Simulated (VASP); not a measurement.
Wanted: the native input for a VASP 6.6.1 run.

```
Task                   : single point
Functional             : PBEsol
Potentials or basis    : VASP PAW PBE potentials, release 64 (Rh_pv)
Cutoff                 : 520 eV
k mesh                 : 12 × 12 × 7
Occupations            : gaussian, width 0.1 eV
Spin                   : no spin polarisation
Dipole correction      : no
Further INCAR settings : ALGO = Normal; EDIFF = 1e-07; NBANDS = 22
```

The structure of Rh lies in POSCAR:

```
Rh
1.0
    2.7400530899      0.0000000000      0.0000000000
   -1.3700265450      2.3729575328      0.0000000000
    0.0000000000      0.0000000000      4.4432026994
Rh
2
Direct
    0.6666666667      0.3333333333      0.7500000000
    0.3333333333      0.6666666667      0.2500000000
```

The input as run:

INCAR

```
PREC = Accurate
ENCUT = 520
EDIFF = 1E-7
ISMEAR = 0
SIGMA = 0.1
LREAL = False
LASPH = True
NELM = 60
ALGO = Normal
ISIF = 2
LWAVE = False
LCHARG = False
GGA = PS
NBANDS = 22
```

KPOINTS

```
regular mesh
0
Gamma
  12 12 7
```

Potentials or basis: VASP PAW PBE potentials, release 64 (Rh_pv).

Launch:

```bash
$ cat potpaw_PBE.64/Rh_pv/POTCAR > POTCAR
$ mpirun -np 1 vasp_std > vasp.out
```

It gave:

The pressure is -16.0 GPa and the band gap on the k mesh is zero (band 15 reaches 11.53 eV, above the bottom of band 16 at 9.29 eV).

Caveat: the PAW data sets were made with another functional, which shifts forces and pressure a little.

It took 21 s on 1 thread of AMD EPYC 9R45 96-Core Processor (Zen 5) (shared host), peak memory 0.13 GiB.
